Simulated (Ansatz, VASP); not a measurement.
Two plane-wave programs on Pd

Contents of INCAR:

```
SYSTEM = Pd
PREC = Accurate
ENCUT = 520
EDIFF = 1E-6
ISMEAR = -1
SIGMA = 0.05
LREAL = .FALSE.
LASPH = .TRUE.
NELM = 150
ALGO = Normal
ISIF = 2
LWAVE = .FALSE.
LCHARG = .FALSE.
ISPIN = 2
MAGMOM = 0.5 -0.5
LORBIT = 11
LMAXMIX = 4
GGA = RE
NBANDS = 21
```

File KPOINTS:

```
Automatic mesh
0
G
  12 12 12
  0 0 0
```

The input POSCAR:

```
Pd
1.0
    0.0000000000      2.5615008896      2.5615008896
    2.5615008896      0.0000000000      2.5615008896
    2.5615008896      2.5615008896      0.0000000000
Pd
2
Direct
    0.0000000000      0.0000000000      0.0000000000
    0.5000000000      0.5000000000      0.5000000000
```

Input for Ansatz:

```yaml
crystal:
  lattice:
    - [0.0, 2.5615008896, 2.5615008896]
    - [2.5615008896, 0.0, 2.5615008896]
    - [2.5615008896, 2.5615008896, 0.0]
  atoms:
    - { symbol: Pd, position: [0.0, 0.0, 0.0], spin: 0.5 }
    - { symbol: Pd, position: [0.5, 0.5, 0.5], spin: -0.5 }
hamiltonian:
  xc: revpbe
  pseudopotentials:
    kind: paw
    azcp:
      Pd: "pseudopotentials/Pd.paw.azcp"
basis:
  ecutwfc: 420
  fft_grid_basis: typed
kpoints:
  mp_grid: { grid: [12, 12, 12], shift: [0, 0, 0] }
magnetization:
  spin_polarized: true
scf:
  occupations: { method: fermi_dirac, width: 0.05 }
  lower_state_search: "off"
output:
  stress: true
```

Alike in both runs: task single point; functional revPBE; k mesh 12 × 12 × 12; occupations fermi-dirac, width 0.05 eV; collinear spin.

|  | VASP | Ansatz |
| --- | --- | --- |
| version | VASP 6.6.1 | Ansatz 0.2.0 |
| potentials or method | VASP PAW PBE potentials, release 64 (Pd), cutoff 520 eV | plane waves (420 eV) with PAW, scalar-relativistic |
| valence electrons in the cell | 20 | 36 |

```csv
,VASP,Ansatz,Ansatz less VASP
pressure (GPa),11.3,11.7,+0.43
net moment per atom (μB),0.00,0.00,0.000
```

VASP's potentials were made for PBE, not for revPBE. The functional is the same, so the differences come from potentials, cutoffs and numerics. VASP's potentials hold 20 valence electrons a cell and Ansatz's 36, so a difference there can come from the potentials and not from the codes. Ansatz's warnings: seeded moment not kept.
